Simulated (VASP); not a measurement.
Wanted: the native input for a VASP 6.6.1 run.

- Task: single point
- Functional: PBEsol
- Potentials or basis: VASP PAW PBE potentials, release 64 (Al, Ni)
- Cutoff: 520 eV
- k mesh: 12 × 12 × 8
- Occupations: gaussian, width 0.1 eV
- Spin: no spin polarisation
- Dipole correction: no
- Further INCAR settings: ALGO = Fast; EDIFF = 1e-07; NBANDS = 32

The structure of AlNi2 lies in POSCAR:

```
AlNi2
1.0
    4.0242581516      0.0000000000      0.0000000000
   -2.0121290758      3.4851097906      0.0000000000
    0.0000000000      0.0000000000      4.9708130084
Al Ni
2 4
Direct
    0.3333333333      0.6666666667      0.1931627627
    0.6666666667      0.3333333333      0.8068372373
    0.3333333333      0.6666666667      0.6890654136
    0.6666666667      0.3333333333      0.3109345864
    0.0000000000      0.0000000000      0.5000000000
    0.0000000000      0.0000000000      0.0000000000
```

These files were run (other wordings do the same):

INCAR

```
SYSTEM = AlNi2
PREC = Accurate
ENCUT = 520
EDIFF = 1E-7
ISMEAR = 0
SIGMA = 0.1
LREAL = .False.
LASPH = .True.
NELM = 100
ALGO = Fast
ISIF = 2
LWAVE = .False.
LCHARG = .False.
GGA = PS
NBANDS = 32
```

KPOINTS

```
regular mesh
0
Gamma
  12 12 8
  0 0 0
```

Potentials or basis: VASP PAW PBE potentials, release 64 (Al, Ni).

Launch:

```bash
$ cat potpaw_PBE.64/Al/POTCAR potpaw_PBE.64/Ni/POTCAR > POTCAR
$ mpirun -np 1 vasp_std > vasp.out
```

It gave:

```
Pressure               : -6.4 GPa
Largest force          : 0.045 eV/Å
Band gap on the k mesh : zero (band 23 reaches 13.28 eV, above the bottom of band 24 at 9.08 eV)
```

Caveat: the PAW data sets were made with another functional, which shifts forces and pressure a little.

Wall time 5.9 min on 1 thread of Intel(R) Xeon(R) Platinum 8375C CPU @ 2.90GHz (Ice Lake), with other jobs on the host, peak memory 0.35 GiB.
